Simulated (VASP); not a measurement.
Set up this calculation in VASP 6.6.1, as the native input.

* Task: single point
* Functional: LDA
* Potentials or basis: VASP PAW LDA potentials, release 64 (Zr_sv, B)
* Cutoff: 520 eV
* k mesh: 20 × 20 × 20
* Occupations: gaussian, width 0.15 eV
* Spin: no spin polarisation
* Dipole correction: no
* Further INCAR settings: ALGO = Normal; EDIFF = 1e-06; NBANDS = 14

The structure of ZrB lies in POSCAR:

```
ZrB
1.0
    0.0000000000      2.1303052604      2.7693968386
    2.1303052604      0.0000000000      2.7693968386
    2.1303052604      2.1303052604      0.0000000000
Zr B
1 1
Direct
    0.0000000000      0.0000000000      0.0000000000
    0.5000000000      0.5000000000      0.5000000000
```

This cell differs from its parent crystal: ratio of the length along z to the lengths across it x 1.3, volume and fractional coordinates fixed.

These files were run (other wordings do the same):

INCAR

```
SYSTEM = ZrB
PREC = Accurate
ENCUT = 520
EDIFF = 1E-6
ISMEAR = 0
SIGMA = 0.15
LREAL = .FALSE.
LASPH = .TRUE.
NELM = 100
ALGO = Normal
ISIF = 2
LWAVE = .FALSE.
LCHARG = .FALSE.
GGA = CA
NBANDS = 14
```

KPOINTS

```
Automatic mesh
0
G
  20 20 20
  0 0 0
```

Potentials or basis: VASP PAW LDA potentials, release 64 (Zr_sv, B).

The run is started by

```sh
$ cat potpaw_LDA.64/Zr_sv/POTCAR potpaw_LDA.64/B/POTCAR > POTCAR
$ mpirun -np 1 vasp_std > vasp.out
```

Results of the run:

The pressure is 41.9 GPa.

Wall time 2.2 min on 1 thread of Intel Xeon 6975P-C, with other jobs on the host, peak memory 0.34 GiB.
